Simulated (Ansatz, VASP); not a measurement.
**CdSe in VASP and in Ansatz**

```xyz
2
Lattice="0.0000 2.9861 2.9861 2.9861 0.0000 2.9861 2.9861 2.9861 0.0000" Properties=species:S:1:pos:R:3 pbc="T T T"
Cd    0.0000    0.0000    0.0000
Se    4.4792    4.4792    4.4792
```

Alike in both runs: task single point; functional PBEsol; dispersion D4; k mesh 5 × 5 × 5; occupations gaussian, width 0.3 eV; no spin polarisation.

```csv
,VASP,Ansatz
version,VASP 6.6.1,Ansatz 0.2.0
potentials or method,"VASP PAW PBE potentials, release 64 (Cd, Se), cutoff 520 eV","plane waves, PAW"
valence electrons in the cell,18,36
```

VASP gave:

- pressure (GPa): 2.6

Q: Which values does Ansatz return?

A: Pressure (GPa): 2.2.

VASP's potentials were made for PBE, not for PBEsol. VASP's potentials hold 18 valence electrons a cell and Ansatz's 36, so a difference there can come from the potentials and not from the codes.
